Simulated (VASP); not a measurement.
# Ru (P6_3/mmc) in VASP: settings compared

Aim: see how the results for Ru move with the level of theory and the settings. Levels: LDA, PBE. Tasks: single point.

All numbers are computed with VASP 6.6.1; they aren't measurements. Logs are shortened: lines on timing, memory, paths and dates and some standing lists are left out, and cuts for length are marked.

**1. The cell of the first run**

Symmetry: P6_3/mmc, No. 194, hexagonal system. The conventional cell has a = 2.708 Å, b = 2.708 Å, c = 4.268 Å, α = 90.00°, β = 90.00°, γ = 120.00°. Ru (site symmetry -6m2) has 12 Ru at 2.65 to 2.71 Å within 3.5 Å.

**2. Single point, LDA, collinear spin, ferromagnetic start**

INCAR reads:

```
PREC = Accurate
ENCUT = 520
EDIFF = 1E-6
ISMEAR = 1
SIGMA = 0.1
LREAL = F
LASPH = T
NELM = 150
ALGO = Normal
ISIF = 2
LWAVE = F
LCHARG = T
ISPIN = 2
MAGMOM = 3 3
LORBIT = 11
LMAXMIX = 4
LELF = T
LVHAR = T
NBANDS = 25
```

KPOINTS reads:

```
regular mesh
0
Gamma
  9 9 6
```

POSCAR reads:

```
Ru
1.0
    2.7078263433      0.0000000000      0.0000000000
   -1.3539131716      2.3450464023      0.0000000000
    0.0000000000      0.0000000000      4.2681017800
Ru
2
Direct
    0.3333333333      0.6666666667      0.2500000000
    0.6666666667      0.3333333333      0.7500000000
```

Potentials or basis: VASP PAW LDA potentials, release 64 (Ru_pv).

Started as:

```console
$ cat potpaw_LDA.64/Ru_pv/POTCAR > POTCAR
$ mpirun -np 1 vasp_std > vasp.out
```

OUTCAR:

```text
PREC = Accurate
   ENCUT = 520
   EDIFF = 1E-6
   ISMEAR = 1
   LREAL = F
   LASPH = T
   NELM = 150
   ISIF = 2
   ISPIN = 2
   LORBIT = 11

 ion  position               nearest neighbor table
   1  0.333  0.667  0.250-   2 2.65   2 2.65   2 2.65   2 2.65   2 2.65   2 2.65
   2  0.667  0.333  0.750-   1 2.65   1 2.65   1 2.65   1 2.65   1 2.65   1 2.65

  LATTYP: Found a hexagonal cell.
 ALAT       =     2.7078263433
 C/A-ratio  =     1.5762095640

  Lattice vectors:

 A1 = (   2.7078263433,   0.0000000000,   0.0000000000)
 A2 = (  -1.3539131716,   2.3450464023,   0.0000000000)
 A3 = (   0.0000000000,   0.0000000000,   4.2681017800)

Analysis of symmetry for initial positions (statically):
=====================================================================
 Subroutine PRICEL returns:
 Original cell was already a primitive cell.

 Routine SETGRP: Setting up the symmetry group for a
 hexagonal supercell.

 Subroutine GETGRP returns: Found 24 space group operations
 (whereof 12 operations were pure point group operations)
 out of a pool of 24 trial point group operations.

The static configuration has the point symmetry D_3d.
 The point group associated with its full space group is D_6h.

Analysis of symmetry for dynamics (positions and initial velocities):
=====================================================================
 Subroutine PRICEL returns:
 Original cell was already a primitive cell.

 Routine SETGRP: Setting up the symmetry group for a
 hexagonal supercell.

 Subroutine GETGRP returns: Found 24 space group operations
 (whereof 12 operations were pure point group operations)
 out of a pool of 24 trial point group operations.

The dynamic configuration has the point symmetry D_3d.
 The point group associated with its full space group is D_6h.

Analysis of structural, dynamic, and magnetic symmetry:
=====================================================================
 Subroutine PRICEL returns:
 Original cell was already a primitive cell.

 Routine SETGRP: Setting up the symmetry group for a
 hexagonal supercell.

 Subroutine GETGRP returns: Found 24 space group operations
 (whereof 12 operations were pure point group operations)
 out of a pool of 24 trial point group operations.

The overall configuration has the point symmetry D_3d.
 The point group associated with its full space group is D_6h.

 Subroutine INISYM returns: Found 24 space group operations
 (whereof 12 operations are pure point group operations),
 and found     1 'primitive' translations

----------------------------------------------------------------------------------------

                                     Primitive cell

  volume of cell :      27.1024

  direct lattice vectors                    reciprocal lattice vectors
     2.707826343  0.000000000  0.000000000     0.369299901  0.213215397  0.000000000
    -1.353913172  2.345046402  0.000000000     0.000000000  0.426430794  0.000000000
     0.000000000  0.000000000  4.268101780     0.000000000  0.000000000  0.234296193

  length of vectors
     2.707826343  2.707826343  4.268101780     0.426430794  0.426430794  0.234296193

  position of ions in fractional coordinates (direct lattice)
     0.333333333  0.666666667  0.250000000
     0.666666667  0.333333333  0.750000000

  ion indices of the primitive-cell ions
   primitive index   ion index
                 1           1
                 2           2

----------------------------------------------------------------------------------------

 KPOINTS: regular mesh

Automatic generation of k-mesh.
 Grid dimensions read from file:
 generate k-points for:    9    9    6

 Generating k-lattice:

  Cartesian coordinates                     Fractional coordinates (reciprocal lattice)
     0.041033322  0.023690600  0.000000000     0.111111111  0.000000000  0.000000000
     0.000000000  0.047381199  0.000000000     0.000000000  0.111111111  0.000000000
     0.000000000  0.000000000  0.039049366     0.000000000  0.000000000  0.166666667

  Length of vectors
     0.047381199  0.047381199  0.039049366

  Shift w.r.t. Gamma in fractional coordinates (k-lattice)
     0.000000000  0.000000000  0.000000000

 Subroutine IBZKPT returns following result:
 ===========================================

 Found     48 irreducible k-points:

 Following reciprocal coordinates:
            Coordinates               Weight
  0.000000  0.000000  0.000000      1.000000
  0.111111 -0.000000  0.000000      6.000000
  0.222222 -0.000000  0.000000      6.000000
  0.333333 -0.000000  0.000000      6.000000
  0.444444 -0.000000  0.000000      6.000000
  0.111111  0.111111  0.000000      6.000000
[... 16 lines left out ...]
  0.333333  0.222222  0.166667     24.000000
  0.333333  0.333333  0.166667      4.000000
 [... further k-points ...]
   k-points           NKPTS =     48   k-points in BZ     NKDIM =     48   number of bands    NBANDS=     25
   number of dos      NEDOS =    301   number of ions     NIONS =      2
   total plane-waves  NPLWV =  12800
   dimension x,y,z NGX =    20 NGY =   20 NGZ =   32
   dimension x,y,z NGXF=    40 NGYF=   40 NGZF=   64
   ions per type =               2
   NGX,Y,Z   is equivalent  to a cutoff of  12.28, 12.28, 12.46 a.u.
   NGXF,Y,Z  is equivalent  to a cutoff of  24.56, 24.56, 24.93 a.u.
 SYSTEM =  unknown system
   PREC   = accura    normal or accurate (medium, high low for compatibility)
   ISTART =      0    job   : 0-new  1-cont  2-samecut
   ICHARG =      2    charge: 1-file 2-atom 10-const
   ISPIN  =      2    spin polarized calculation?
   LNONCOLLINEAR =      F non collinear calculations
   LSORBIT =      F    spin-orbit coupling
   LASPH  =      T    aspherical Exc in radial PAW
   ENCUT  =  520.0 eV  38.22 Ry    6.18 a.u.   5.03  5.03  7.94*2*pi/ulx,y,z
   NELM   =    150;   NELMIN=  2; NELMDL= -5     # of ELM steps
   EDIFF  = 0.1E-05   stopping-criterion for ELM
   LREAL  =      F    real-space projection
   EDIFFG = 0.1E-04   stopping-criterion for IOM
   NSW    =      0    number of steps for IOM
   IBRION =     -1    ionic relax: 0-MD 1-quasi-New 2-CG
   NFREE  =      0    steps in history (QN), initial steepest desc. (CG)
   ISIF   =      2    stress and relaxation
   ISYM   =      2    0-nonsym 1-usesym 2-fastsym
   POTIM  = 0.5000    time-step for ionic-motion
   TEBEG  =    0.0;   TEEND  =   0.0 temperature during run
   PSTRESS=    0.0 pullay stress
   NELECT =      28.0000    total number of electrons
   NUPDOWN=      -1.0000    fix difference up-down
   EMIN   =  10.00;   EMAX   =-10.00  energy-range for DOS
   EFERMI =   0.00;   METHOD = LEGACY
   ISMEAR =     1;   SIGMA  =   0.10  broadening in eV -4-tet -1-fermi 0-gaus
   EFERMI_NEDOS =   21; number of points for ismear=-14 and -15
   IALGO  =     38    algorithm
   IMIX   =      4    mixing-type and parameters
     AMIX     =   0.40;   BMIX     =  1.00
     AMIX_MAG =   1.60;   BMIX_MAG =  1.00
  volume/ion in A,a.u.               =      13.55        91.45
  Fermi-wavevector in a.u.,A,eV,Ry     =   1.654977  3.127452 37.265640  2.738947
  Thomas-Fermi vector in A             =   2.743152
   LORBIT       =     11    0 simple, 1 ext, 2 COOP (PROOUT), +10 PAW based schemes
   GGA     = CA    functional components
   LHFCALC =     F    Hartree Fock is set to
   AEXX    =    0.0000 exact exchange contribution
   IVDW    =     0    specifies the selected vdW correction
   LEPSILON=     F    determine dielectric tensor
   LRPA    =     F    only Hartree local field effects (RPA)
 spin polarized calculation
 Methfessel and Paxton  Order N= 1 SIGMA  =   0.10
  energy-cutoff  :      520.00
  volume of cell :       27.10
 maximum number of plane-waves:       747
   NGX = 11   NGY = 11   NGZ = 15

 number of electron      28.0000006 magnetization       0.0001398

 number of electron      28.0000006 magnetization      -0.0000226

 Free energy of the ion-electron system (eV)
  ---------------------------------------------------
  ext. energy  EPLUGINS =         0.00000000
  ---------------------------------------------------
  free energy    TOTEN  =       -21.37820169 eV

  energy without entropy =      -21.37920247  energy(sigma->0) =      -21.37853528

 E-fermi :  12.7988     XC(G=0): -14.3933

 val. band max:       12.7140600671   @ k =   0.4444   0.1111   0.5000
 cond. band min:      12.8029148877   @ k =   0.1111   0.1111   0.3333
 fundamental gap:      0.0888548206
 Fermi energy:        12.7987890370

 spin component 1

 k-point     1 :       0.0000    0.0000    0.0000
  band No.  band energies     occupation
      1     -30.7398      1.00000
      2     -29.8007      1.00000
      3     -29.8007      1.00000
      4     -29.6233      1.00000
      5     -29.6233      1.00000
      6     -29.5598      1.00000
[... 17 lines left out ...]
     24      30.8926      0.00000
     25      35.5253      0.00000
[... 621 lines left out ...]
      3     -30.3413      1.00000
      4     -30.0671      1.00000
      5     -29.9367      1.00000
      6     -29.9367      1.00000
[... 17 lines left out ...]
     24      26.5255      0.00000
     25      29.6329      0.00000

 [... further k-points ...]

 spin component 2

 k-point     1 :       0.0000    0.0000    0.0000
  band No.  band energies     occupation
      1     -30.7398      1.00000
      2     -29.8007      1.00000
      3     -29.8007      1.00000
      4     -29.6233      1.00000
      5     -29.6233      1.00000
      6     -29.5598      1.00000
[... 17 lines left out ...]
     24      30.8926      0.00000
     25      35.5251      0.00000
[... 621 lines left out ...]
      3     -30.3413      1.00000
      4     -30.0671      1.00000
      5     -29.9366      1.00000
      6     -29.9366      1.00000
[... 17 lines left out ...]
     24      26.5255      0.00000
     25      29.6330      0.00000

 [... further k-points ...]

------------------------ aborting loop because EDIFF is reached ----------------------------------------

  FORCE on cell =-STRESS in cart. coord.  units (eV):
  Direction    XX          YY          ZZ          XY          YZ          ZX
  --------------------------------------------------------------------------------------
  -------------------------------------------------------------------------------------
  Total       -1.9555156     -1.9555156     -1.7295720     -0.0000000     -0.0000000     -0.0000000
  in kB     -115.6018665   -115.6018665   -102.2450304     -0.0000000     -0.0000000     -0.0000000
  external PRESSURE =    -111.1495878 kB  Pullay stress =       0.0000000 kB

 VOLUME and BASIS-vectors are now :
 -----------------------------------------------------------------------------
  energy-cutoff  :      520.00
  volume of cell :       27.10
      direct lattice vectors                 reciprocal lattice vectors
     2.707826343  0.000000000  0.000000000     0.369299901  0.213215397  0.000000000
    -1.353913172  2.345046402  0.000000000     0.000000000  0.426430794  0.000000000
     0.000000000  0.000000000  4.268101780     0.000000000  0.000000000  0.234296193

 POSITION                                       TOTAL-FORCE (eV/Angst)
 -----------------------------------------------------------------------------------
     -0.00000      1.56336      1.06703         0.000000      0.000000      0.000000
      1.35391      0.78168      3.20108        -0.000000      0.000000      0.000000
 -----------------------------------------------------------------------------------
    total drift:                               -0.000000      0.000000     -0.000000

  FREE ENERGIE OF THE ION-ELECTRON SYSTEM (eV)
  ---------------------------------------------------
  free  energy   TOTEN  =       -21.3782016887 eV

  energy  without entropy=      -21.3792024677  energy(sigma->0) =      -21.37853528

 total charge

# of ion       s       p       d       tot
------------------------------------------
    1        0.408   6.317   5.951  12.676
    2        0.408   6.317   5.951  12.676
--------------------------------------------------
tot          0.816  12.633  11.903  25.352

 magnetization (x)

# of ion       s       p       d       tot
------------------------------------------
    1       -0.000  -0.000   0.000   0.000
    2       -0.000  -0.000   0.000   0.000
--------------------------------------------------
tot         -0.000  -0.000   0.000   0.000
```

Wall time 27 s (1 thread of Intel Xeon 6975P-C, shared host); peak memory 0.16 GiB.

Results:

```yaml
Free_energy: -21.3782 eV
Pressure: -11.1 GPa
Band_gap_on_the_k_mesh: zero (filled and empty bands overlap)
Net_moment: 0.00 μB per cell
Valence_electrons_inside_the_program's_atomic_spheres: Ru 12.68
```

Stress tensor (GPa, compression positive):
```
-11.56   0.00   0.00
  0.00 -11.56   0.00
  0.00   0.00 -10.22
```

Levels at points of the mesh, in eV from the Fermi level:
Spin up:
```
           k point  band 12  band 13  band 14  band 15  band 16  band 17
(0.00, 0.00, 0.00)    -2.01    -2.01    -1.50    -1.50     1.13     1.13
(0.00, 0.00, 0.50)    -2.88    -2.78    -2.78     0.49     0.49     0.49
```
Spin down:
```
           k point  band 12  band 13  band 14  band 15  band 16  band 17
(0.00, 0.00, 0.00)    -2.01    -2.01    -1.50    -1.50     1.13     1.13
(0.00, 0.00, 0.50)    -2.88    -2.78    -2.78     0.49     0.49     0.49
```

**3. Single point, PBE**

INCAR reads:

```
  ALGO = Normal
  EDIFF = 1E-6
  ENCUT = 600
  GGA = PE
  GGA_COMPAT = F
  ISIF = 2
  ISMEAR = 0
  ISYM = 0
  LASPH = T
  LCHARG = F
  LREAL = F
  LWAVE = F
  NBANDS = 23
  NELM = 120
  PREC = Accurate
  SIGMA = 0.1
```

KPOINTS reads:

```
k-points
0
Gamma
  1 4 7
```

POSCAR is that of step 2.

Potentials or basis: VASP PAW PBE potentials, release 64 (Ru_sv).

Started as:

```console
$ cat potpaw_PBE.64/Ru_sv/POTCAR > POTCAR
$ mpirun -np 1 vasp_std > vasp.out
```

Run time: 8.8 s. Hardware: 1 thread of Intel Xeon Platinum 8259CL at 2.50GHz (Skylake/Cascade Lake), shared host; peak memory 0.15 GiB.

Results (log left out):

```
Free energy            : -18.7096 eV
Pressure               : 22.4 GPa
Largest force          : 0.927 eV/Å
Band gap on the k mesh : zero (band 16 reaches 16.70 eV, above the bottom of band 17 at 13.81 eV)
```

Forces on the atoms (eV/Å):
```
Ru   0.000  0.927  0.000
Ru   0.000 -0.927  0.000
```

Stress tensor (GPa, compression positive):
```
45.09  0.00  0.00
 0.00 18.30  0.00
 0.00  0.00  3.68
```

Levels at points of the mesh, in eV from the Fermi level:
| k point | band 13 | band 14 | band 15 | band 16 | band 17 | band 18 | band 19 | band 20 |
| --- | --- | --- | --- | --- | --- | --- | --- | --- |
| (0.00, 0.00, 0.00) | -1.95 | -1.43 | -1.23 | -1.09 | -0.97 | 1.53 | 1.67 | 1.69 |
| (0.00, 0.50, 0.00) | -1.71 | -1.45 | -0.93 | 1.92 | 2.35 | 2.43 | 4.47 | 6.55 |

Caveat: the k points lie up to 2.68 Å⁻¹ apart.
